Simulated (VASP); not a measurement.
# GaN (F-43m) in VASP: a series of runs

The runs below take GaN through single point, relaxation of cell and atoms, with PBE.

All numbers are computed with VASP 6.6.1; they aren't measurements. Logs are shortened: lines on timing, memory, paths and dates and some standing lists are left out, and cuts for length are marked.

## Step 1: The cell of the first run

It takes space group F-43m (No. 216, cubic). The conventional cell has a = 4.408 Å, b = 4.408 Å, c = 4.408 Å, α = 90.00°, β = 90.00°, γ = 90.00°. Ga (site symmetry -43m) has 4 N at 1.91 Å within 2.5 Å. N (site symmetry -43m) has 4 Ga at 1.91 Å within 2.5 Å.

## Step 2: Single point, PBE

The input, INCAR:

```
ALGO = Normal ; EDIFF = 1E-7
ENCUT = 520 ; GGA = PE
ISIF = 2 ; ISMEAR = 0
LASPH = True ; LCHARG = False
LREAL = False ; LWAVE = False
NBANDS = 16 ; NELM = 100
PREC = Accurate ; SIGMA = 0.01
```

The input, KPOINTS:

```
k-points
0
Gamma
  10 10 10
```

The input, POSCAR:

```
GaN
1.0
    0.0000000000      2.2038262797      2.2038262797
    2.2038262797      0.0000000000      2.2038262797
    2.2038262797      2.2038262797      0.0000000000
Ga N
1 1
Direct
    0.0000000000      0.0000000000      0.0000000000
    0.7500000000      0.7500000000      0.7500000000
```

Potentials or basis: VASP PAW PBE potentials, release 64 (Ga_d, N).

Started as:

```bash
cat potpaw_PBE.64/Ga_d/POTCAR potpaw_PBE.64/N/POTCAR > POTCAR
mpirun -np 1 vasp_std > vasp.out
```

OUTCAR:

```text
EDIFF = 1E-7
   ENCUT = 520
   GGA = PE
   ISIF = 2
   ISMEAR = 0
   LASPH = True
   LREAL = False
   NELM = 100
   PREC = Accurate

 ion  position               nearest neighbor table
   1  0.000  0.000  0.000-   2 1.91   2 1.91   2 1.91   2 1.91
   2  0.750  0.750  0.750-   1 1.91   1 1.91   1 1.91   1 1.91

  LATTYP: Found a face centered cubic cell.
 ALAT       =     4.4076525594

  Lattice vectors:

 A1 = (   0.0000000000,   2.2038262797,   2.2038262797)
 A2 = (   2.2038262797,   0.0000000000,   2.2038262797)
 A3 = (   2.2038262797,   2.2038262797,   0.0000000000)

Analysis of symmetry for initial positions (statically):
=====================================================================
 Subroutine PRICEL returns:
 Original cell was already a primitive cell.

 Routine SETGRP: Setting up the symmetry group for a
 face centered cubic supercell.

 Subroutine GETGRP returns: Found 24 space group operations
 (whereof 24 operations were pure point group operations)
 out of a pool of 48 trial point group operations.

The static configuration has the point symmetry T_d .

Analysis of symmetry for dynamics (positions and initial velocities):
=====================================================================
 Subroutine PRICEL returns:
 Original cell was already a primitive cell.

 Routine SETGRP: Setting up the symmetry group for a
 face centered cubic supercell.

 Subroutine GETGRP returns: Found 24 space group operations
 (whereof 24 operations were pure point group operations)
 out of a pool of 48 trial point group operations.

The dynamic configuration has the point symmetry T_d .

 Subroutine INISYM returns: Found 24 space group operations
 (whereof 24 operations are pure point group operations),
 and found     1 'primitive' translations

----------------------------------------------------------------------------------------

                                     Primitive cell

  volume of cell :      21.4073

  direct lattice vectors                    reciprocal lattice vectors
     0.000000000  2.203826280  2.203826280    -0.226878137  0.226878137  0.226878137
     2.203826280  0.000000000  2.203826280     0.226878137 -0.226878137  0.226878137
     2.203826280  2.203826280  0.000000000     0.226878137  0.226878137 -0.226878137

  length of vectors
[... 74 lines left out ...]
   ISTART =      0    job   : 0-new  1-cont  2-samecut
   ICHARG =      2    charge: 1-file 2-atom 10-const
   ISPIN  =      1    spin polarized calculation?
   LNONCOLLINEAR =      F non collinear calculations
   LSORBIT =      F    spin-orbit coupling
   LASPH  =      T    aspherical Exc in radial PAW
   ENCUT  =  520.0 eV  38.22 Ry    6.18 a.u.   5.79  5.79  5.79*2*pi/ulx,y,z
   NELM   =    100;   NELMIN=  2; NELMDL= -5     # of ELM steps
   EDIFF  = 0.1E-06   stopping-criterion for ELM
   LREAL  =      F    real-space projection
   EDIFFG = 0.1E-05   stopping-criterion for IOM
   NSW    =      0    number of steps for IOM
   IBRION =     -1    ionic relax: 0-MD 1-quasi-New 2-CG
   NFREE  =      0    steps in history (QN), initial steepest desc. (CG)
   ISIF   =      2    stress and relaxation
   ISYM   =      2    0-nonsym 1-usesym 2-fastsym
   POTIM  = 0.5000    time-step for ionic-motion
   TEBEG  =    0.0;   TEEND  =   0.0 temperature during run
   PSTRESS=    0.0 pullay stress
   NELECT =      18.0000    total number of electrons
   NUPDOWN=      -1.0000    fix difference up-down
   EMIN   =  10.00;   EMAX   =-10.00  energy-range for DOS
   EFERMI =   0.00;   METHOD = LEGACY
   ISMEAR =     0;   SIGMA  =   0.01  broadening in eV -4-tet -1-fermi 0-gaus
   EFERMI_NEDOS =   21; number of points for ismear=-14 and -15
   IALGO  =     38    algorithm
   IMIX   =      4    mixing-type and parameters
     AMIX     =   0.40;   BMIX     =  1.00
     AMIX_MAG =   1.60;   BMIX_MAG =  1.00
  volume/ion in A,a.u.               =      10.70        72.23
  Fermi-wavevector in a.u.,A,eV,Ry     =   1.545177  2.919962 32.484900  2.387573
  Thomas-Fermi vector in A             =   2.650593
   LORBIT       =      0    0 simple, 1 ext, 2 COOP (PROOUT), +10 PAW based schemes
   GGA     = PE    functional components
   LHFCALC =     F    Hartree Fock is set to
   AEXX    =    0.0000 exact exchange contribution
   IVDW    =     0    specifies the selected vdW correction
   LEPSILON=     F    determine dielectric tensor
   LRPA    =     F    only Hartree local field effects (RPA)
 non-spin polarized calculation
 Gauss-broadening in eV      SIGMA  =   0.01
  energy-cutoff  :      520.00
  volume of cell :       21.41
 maximum number of plane-waves:       589
   NGX = 11   NGY = 11   NGZ = 11

 number of electron      18.0000005 magnetization

 Free energy of the ion-electron system (eV)
  ---------------------------------------------------
  ext. energy  EPLUGINS =         0.00000000
  ---------------------------------------------------
  free energy    TOTEN  =       -12.03081791 eV

  energy without entropy =      -12.03081791  energy(sigma->0) =      -12.03081791

 E-fermi :   6.1144     XC(G=0): -12.0293

 val. band max:        6.0367300796   @ k =   0.0000   0.0000   0.0000
 cond. band min:       8.1934948895   @ k =   0.0000   0.0000   0.0000
 fundamental gap:      2.1567648100
 Fermi energy:         6.1144316083

 k-point     1 :       0.0000    0.0000    0.0000
  band No.  band energies     occupation
      1     -10.4933      2.00000
      2      -7.4798      2.00000
      3      -7.4798      2.00000
      4      -7.4798      2.00000
      5      -7.0859      2.00000
      6      -7.0859      2.00000
[... 433 lines left out ...]
      3      -7.2076      2.00000
      4      -7.2060      2.00000
      5      -7.0132      2.00000
      6      -6.2424      2.00000
[... 8 lines left out ...]
     15      29.2005      0.00000
     16      29.4615      0.00000

 [... further k-points ...]
[... 5 lines left out ...]
  --------------------------------------------------------------------------------------
  -------------------------------------------------------------------------------------
  Total        2.6591592      2.6591592      2.6591592     -0.0000000     -0.0000000     -0.0000000
  in kB      199.0182306    199.0182306    199.0182306     -0.0000000     -0.0000000     -0.0000000
  external PRESSURE =     199.0182306 kB  Pullay stress =       0.0000000 kB

 VOLUME and BASIS-vectors are now :
 -----------------------------------------------------------------------------
  energy-cutoff  :      520.00
  volume of cell :       21.41
      direct lattice vectors                 reciprocal lattice vectors
     0.000000000  2.203826280  2.203826280    -0.226878137  0.226878137  0.226878137
     2.203826280  0.000000000  2.203826280     0.226878137 -0.226878137  0.226878137
     2.203826280  2.203826280  0.000000000     0.226878137  0.226878137 -0.226878137

 POSITION                                       TOTAL-FORCE (eV/Angst)
 -----------------------------------------------------------------------------------
      0.00000      0.00000      0.00000        -0.000000     -0.000000     -0.000000
      3.30574      3.30574      3.30574         0.000000      0.000000      0.000000
 -----------------------------------------------------------------------------------
    total drift:                               -0.000002     -0.000002     -0.000001

  FREE ENERGIE OF THE ION-ELECTRON SYSTEM (eV)
  ---------------------------------------------------
  free  energy   TOTEN  =       -12.0308179081 eV

  energy  without entropy=      -12.0308179081  energy(sigma->0) =      -12.03081791
```

OSZICAR:

```text
N       E                     dE             d eps       ncg     rms          rms(c)
DAV:   1     0.803449479827E+02    0.80345E+02   -0.93211E+03  1680   0.206E+03
DAV:   2    -0.869980380688E+01   -0.89045E+02   -0.83390E+02  1704   0.328E+02
DAV:   3    -0.140892124959E+02   -0.53894E+01   -0.53688E+01  1776   0.690E+01
DAV:   4    -0.141465525660E+02   -0.57340E-01   -0.57336E-01  1840   0.751E+00
DAV:   5    -0.141473293979E+02   -0.77683E-03   -0.77683E-03  1840   0.791E-01    0.797E+00
DAV:   6    -0.120255811761E+02    0.21217E+01   -0.48396E+00  2320   0.420E+01    0.268E+00
DAV:   7    -0.120381125268E+02   -0.12531E-01   -0.35475E-01  1584   0.642E+00    0.180E+00
DAV:   8    -0.120342561013E+02    0.38564E-02   -0.46803E-02  1848   0.341E+00    0.686E-01
DAV:   9    -0.120306492237E+02    0.36069E-02   -0.14135E-02  2224   0.297E+00    0.168E-01
DAV:  10    -0.120309042752E+02   -0.25505E-03   -0.15594E-03  1856   0.602E-01    0.702E-02
DAV:  11    -0.120308132490E+02    0.91026E-04   -0.28740E-04  2264   0.250E-01    0.136E-02
DAV:  12    -0.120308181999E+02   -0.49509E-05   -0.28417E-05  1696   0.534E-02    0.124E-02
DAV:  13    -0.120308179676E+02    0.23233E-06   -0.82429E-07  1864   0.153E-02    0.372E-03
DAV:  14    -0.120308179081E+02    0.59545E-07   -0.45847E-08  1312   0.298E-03
   1 F= -.12030818E+02 E0= -.12030818E+02  d E =-.101802E-30
```

Run time: 15 s. Hardware: 1 thread of AMD EPYC 7R13 (Zen 3), shared host; peak memory 0.12 GiB.

What came out:

- Free energy: -12.0308 eV
- Pressure: 19.9 GPa
- Band gap on the k mesh: 2.16 eV, direct

## Step 3: Relaxation of cell and atoms, PBE, target pressure 20 GPa, at which the enthalpy is minimised

This run uses another cell than the first one, of 11.76 Å³/atom, 1.099 times its volume.

The input, INCAR:

```
PREC = Accurate
ENCUT = 600
EDIFF = 1E-6
ISMEAR = 0
SIGMA = 0.01
LREAL = False
LASPH = True
NELM = 60
ALGO = Normal
ISIF = 3
LWAVE = False
LCHARG = False
GGA = PE
IBRION = 2
NSW = 80
EDIFFG = -0.001
PSTRESS = 200.0
```

The input, KPOINTS:

```
Automatic mesh
0
Gamma
  10 10 10
```

The input, POSCAR:

```
GaN
1.0
    0.0000000000      2.2742384953      2.2742384953
    2.2742384953      0.0000000000      2.2742384953
    2.2742384953      2.2742384953      0.0000000000
Ga N
1 1
Direct
    0.0000000000      0.0000000000      0.0000000000
    0.7500000000      0.7500000000      0.7500000000
```

Potentials or basis: VASP PAW PBE potentials, release 64 (Ga_d, N).

Started as:

```bash
cat potpaw_PBE.64/Ga_d/POTCAR potpaw_PBE.64/N/POTCAR > POTCAR
mpirun -np 1 vasp_std > vasp.out
```

Wall time 1.7 min (1 thread of AMD EPYC 7R13 (Zen 3), shared host); peak memory 0.15 GiB.

Results (log left out):

| Item | Value |
| --- | --- |
| Free energy | -12.0325 eV |
| Relaxed volume | 10.69 Å³/atom |
| Relaxed cell | a = 3.115 Å, b = 3.115 Å, c = 3.115 Å, α = 60.00°, β = 60.00°, γ = 60.00° |
| Space group after relaxing (to 0.05 Å) | F-43m (No. 216) |
| Energy change on relaxing (the enthalpy is what falls) | +61.3 meV/atom |
| Ionic steps | 13 |
| Pressure after relaxing | 20.0 GPa |
| Band gap on the k mesh | 2.17 eV, direct |

The path:
| step | energy change (eV) | largest force (eV/Å) | pressure (GPa) | volume (Å³) |
| --- | --- | --- | --- | --- |
| 1 | 0.0000 | 0.0000 | -0.06 | 23.53 |
| 2 | 0.7284 | 0.0000 | 60.91 | 18.86 |
| 3 | 0.1143 | 0.0000 | 19.35 | 21.45 |
| 4 | 0.1201 | 0.0000 | 19.86 | 21.40 |
| 5 | 0.1252 | 0.0000 | 20.34 | 21.36 |
| 6 | 0.1174 | 0.0000 | 19.45 | 21.42 |
| 7 | 0.1220 | 0.0000 | 20.04 | 21.38 |
| 8 | 0.1218 | 0.0000 | 19.87 | 21.39 |
| 9 | 0.1220 | 0.0000 | 19.93 | 21.39 |
| 10 | 0.1234 | 0.0000 | 20.08 | 21.37 |
| 11 | 0.1226 | 0.0000 | 20.05 | 21.38 |
| 12 | 0.1223 | 0.0000 | 19.92 | 21.38 |
| 13 | 0.1225 | 0.0000 | 20.00 | 21.38 |

Final structure:
```xyz
2
Lattice="0.0000 2.2029 2.2029 2.2029 0.0000 2.2029 2.2029 2.2029 0.0000" Properties=species:S:1:pos:R:3 pbc="T T T"
Ga    0.0000    0.0000    0.0000
N     3.3044    3.3044    3.3044
```

Levels at points of the mesh, in eV from the valence-band top:
| k point | band 5 | band 6 | band 7 | band 8 | band 9 | band 10 | band 11 | band 12 | band 13 |
| --- | --- | --- | --- | --- | --- | --- | --- | --- | --- |
| (0.00, 0.00, 0.00) | -13.12 | -13.12 | 0.00 | 0.00 | 0.00 | 2.17 | 10.73 | 10.73 | 10.73 |
| (0.50, 0.00, 0.00) | -13.07 | -11.87 | -7.50 | -1.06 | -1.06 | 5.11 | 9.07 | 10.72 | 10.72 |
| (0.50, 0.50, 0.00) | -13.03 | -11.47 | -6.41 | -2.95 | -2.95 | 3.37 | 7.06 | 12.21 | 14.70 |

Caveat: the cell is relaxed towards a set pressure, so the enthalpy falls and the energy may rise.

## Step 4: Single point, PBE

This run uses another cell than the first one, of 11.98 Å³/atom, 1.119 times its volume.

The input, INCAR:

```
SYSTEM = GaN
PREC = Accurate
ENCUT = 520
EDIFF = 1E-6
ISMEAR = 0
SIGMA = 0.01
LREAL = .False.
LASPH = .True.
NELM = 80
ALGO = Normal
ISIF = 2
LWAVE = .False.
LCHARG = .True.
GGA = PE
LELF = .True.
LVHAR = .True.
NBANDS = 16
```

The input, KPOINTS:

```
regular mesh
0
Gamma
  10 10 10
  0 0 0
```

The input, POSCAR:

```
GaN
1.0
    0.0000000000      2.2880582823      2.2880582823
    2.2880582823      0.0000000000      2.2880582823
    2.2880582823      2.2880582823      0.0000000000
Ga N
1 1
Direct
    0.0000000000      0.0000000000      0.0000000000
    0.7500000000      0.7500000000      0.7500000000
```

Started as:

```bash
cat potpaw_PBE.64/Ga_d/POTCAR potpaw_PBE.64/N/POTCAR > POTCAR
mpirun -np 1 vasp_std > vasp.out
```

Run time: 17 s. Hardware: 1 thread of Intel Xeon Platinum 8488C (Sapphire Rapids), shared host; peak memory 0.14 GiB.

Results (log left out):

| Item | Value |
| --- | --- |
| Free energy | -12.1499 eV |
| Pressure | -2.9 GPa |
| Band gap on the k mesh | 1.43 eV, direct |

Levels at points of the mesh, in eV from the valence-band top:
| k point | band 6 | band 7 | band 8 | band 9 | band 10 | band 11 | band 12 | band 13 |
| --- | --- | --- | --- | --- | --- | --- | --- | --- |
| (0.00, 0.00, 0.00) | -13.14 | 0.00 | 0.00 | 0.00 | 1.43 | 10.02 | 10.02 | 10.02 |
| (0.50, 0.00, 0.00) | -11.89 | -6.75 | -0.91 | -0.91 | 4.33 | 8.50 | 10.13 | 10.13 |
| (0.50, 0.50, 0.00) | -11.45 | -5.94 | -2.55 | -2.55 | 3.34 | 6.39 | 11.40 | 13.48 |

## Step 5: Relaxation of cell and atoms, PBE, target pressure -3 GPa, at which the enthalpy is minimised

This run uses another cell than the first one, of 11.76 Å³/atom, 1.099 times its volume.

The input, INCAR:

```
SYSTEM = GaN
ALGO = Normal
EDIFF = 1E-6
EDIFFG = -0.001
ENCUT = 600
GGA = PE
IBRION = 2
ISIF = 3
ISMEAR = 0
LASPH = .TRUE.
LCHARG = .FALSE.
LREAL = .FALSE.
LWAVE = .FALSE.
NELM = 80
NSW = 80
PREC = Accurate
PSTRESS = -30.0
SIGMA = 0.01
```

The input, KPOINTS:

```
k-points
0
G
  10 10 10
  0 0 0
```

The input, POSCAR:

```
GaN
1.0
    0.0000000000      2.2742384953      2.2742384953
    2.2742384953      0.0000000000      2.2742384953
    2.2742384953      2.2742384953      0.0000000000
Ga N
1 1
Direct
    0.0000000000      0.0000000000      0.0000000000
    0.7500000000      0.7500000000      0.7500000000
```

Started as:

```bash
cat potpaw_PBE.64/Ga_d/POTCAR potpaw_PBE.64/N/POTCAR > POTCAR
mpirun -np 1 vasp_std > vasp.out
```

It took 78 s on 1 thread of Intel Xeon Platinum 8488C (Sapphire Rapids), shared host; peak memory 0.17 GiB.

The run converged. Its results:

| Property | Result |
| --- | --- |
| Free energy | -12.1508 eV |
| Relaxed volume | 11.98 Å³/atom |
| Relaxed cell | a = 3.236 Å, b = 3.236 Å, c = 3.236 Å, α = 60.00°, β = 60.00°, γ = 60.00° |
| Space group after relaxing (to 0.05 Å) | F-43m (No. 216) |
| Energy change on relaxing (the enthalpy is what falls) | +2.1 meV/atom |
| Ionic steps | 6 |
| Pressure after relaxing | -3.0 GPa |
| Band gap on the k mesh | 1.43 eV, direct |

The path:
```csv
step,energy change (eV),largest force (eV/Å),pressure (GPa),volume (Å³)
1,0.0000,0.0000,-0.06,23.53
2,0.0120,0.0000,-4.99,24.27
3,0.0042,0.0000,-2.86,23.95
4,0.0046,0.0000,-3.13,23.97
5,0.0044,0.0000,-3.03,23.96
6,0.0042,0.0000,-2.99,23.96
```

Final structure:
```cif
data_structure
_symmetry_space_group_name_H-M 'P 1'
_symmetry_Int_Tables_number 1
_cell_length_a 3.2359
_cell_length_b 3.2359
_cell_length_c 3.2359
_cell_angle_alpha 60.000
_cell_angle_beta 60.000
_cell_angle_gamma 60.000
_cell_volume 23.96
loop_
_atom_site_label
_atom_site_type_symbol
_atom_site_fract_x
_atom_site_fract_y
_atom_site_fract_z
_atom_site_occupancy
Ga1 Ga 0.00000 0.00000 0.00000 1
N1 N 0.75000 0.75000 0.75000 1
```

Levels at points of the mesh, in eV from the valence-band top:
| k point | band 6 | band 7 | band 8 | band 9 | band 10 | band 11 | band 12 | band 13 |
| --- | --- | --- | --- | --- | --- | --- | --- | --- |
| (0.00, 0.00, 0.00) | -13.14 | 0.00 | 0.00 | 0.00 | 1.43 | 10.02 | 10.02 | 10.02 |
| (0.50, 0.00, 0.00) | -11.89 | -6.75 | -0.91 | -0.91 | 4.33 | 8.50 | 10.13 | 10.13 |
| (0.50, 0.50, 0.00) | -11.45 | -5.94 | -2.55 | -2.55 | 3.34 | 6.39 | 11.40 | 13.48 |

Caveat: the cell is relaxed towards a set pressure, so the enthalpy falls and the energy may rise.

## Step 6: Overview

| task | cell | cutoff (eV) | gap on the mesh (eV) | pressure (GPa) |
| --- | --- | --- | --- | --- |
| single point | a = 3.117 Å, angles 60.0°, 2 atoms | 520 | 2.16 | 19.9 |
| relaxation of cell and atoms | relaxed to 20 GPa from a = 3.216 Å, angles 60.0°, 2 atoms | 600 | 2.17 | 20.0 |
| single point | a = 3.236 Å, angles 60.0°, 2 atoms | 520 | 1.43 | -2.9 |
| relaxation of cell and atoms | relaxed to -3 GPa from a = 3.216 Å, angles 60.0°, 2 atoms | 600 | 1.43 | -3.0 |

Alike in all rows: level PBE; potentials or basis VASP PAW PBE potentials, release 64 (Ga_d, N); no spin polarisation; k mesh 10 × 10 × 10; smearing gaussian 0.01 eV.

Caveats: the cell is relaxed towards a set pressure, so the enthalpy falls and the energy may rise (some runs).

Total energies depend on the potentials used, so only differences within one code and one set of settings carry meaning.
